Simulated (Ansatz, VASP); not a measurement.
Two plane-wave programs on Co

The input INCAR:

```
SYSTEM = Co
  PREC = Accurate
  ENCUT = 600
  EDIFF = 1E-6
  ISMEAR = -1
  SIGMA = 0.05
  LREAL = .FALSE.
  LASPH = .TRUE.
  NELM = 200
  ALGO = Normal
  ISIF = 2
  LWAVE = .FALSE.
  LCHARG = .TRUE.
  ISPIN = 2
  MAGMOM = 1.7
  LORBIT = 11
  LMAXMIX = 4
  GGA = CA
  LELF = .TRUE.
  LVHAR = .TRUE.
  NBANDS = 18
  GGA_COMPAT = .FALSE.
```

File KPOINTS:

```
regular mesh
0
G
  17 17 17
  0 0 0
```

POSCAR

```
Co
1.0
    2.1364944481      0.0000000000      0.0000000000
    0.0000000000      2.1364944481      0.0000000000
    0.0000000000      0.0000000000      2.1364944481
Co
1
Direct
    0.0000000000      0.0000000000      0.0000000000
```

Input for Ansatz:

```yaml
crystal:
  lattice:
    - [2.1364944481, 0.0, 0.0]
    - [0.0, 2.1364944481, 0.0]
    - [0.0, 0.0, 2.1364944481]
  atoms:
    - { symbol: Co, position: [0.0, 0.0, 0.0], spin: 1.7 }
magnetization:
  spin_polarized: true
kpoints:
  mp_grid: { grid: [17, 17, 17] }
scf:
  occupations: { method: fermi_dirac, width: 0.05 }
hamiltonian:
  xc: lda
  pseudopotentials: { kind: paw }
output:
  forces: true
  stress: true
  eigenvalues: true
  populations: true
```

Change from the starting cell: volume scaled by 0.85, PAW files.

Alike in both runs: task single point; functional LDA; k mesh 17 × 17 × 17; occupations fermi-dirac, width 0.05 eV; collinear spin.

|  | VASP | Ansatz |
| --- | --- | --- |
| version | VASP 6.6.1 | Ansatz 0.2.0 |
| potentials or method | VASP PAW LDA potentials, release 64 (Co_sv) | PAW with Ansatz's default frozen-core files, scalar-relativistic |
| plane-wave cutoff (eV) | 600 | 420 |
| valence electrons in the cell | 17 | 17 |

Ansatz gave:

| Property | Result |
| --- | --- |
| pressure (GPa) | 46.1 |
| net moment per atom (μB) | 1.31 |
| size of the moment on the site where the two differ most (μB) | 1.29 |

Task: What did VASP give for the same quantities?

Result: Pressure (GPa): 41.0; net moment per atom (μB): 1.23; size of the moment on the site where the two differ most (μB): 1.21.

LDA's correlation is that of Perdew and Zunger in VASP and of Perdew and Wang (1992) in Ansatz. Site moments also hang on the region over which each program counts them. The pressures are high and differ by over a tenth, so treat them with care.
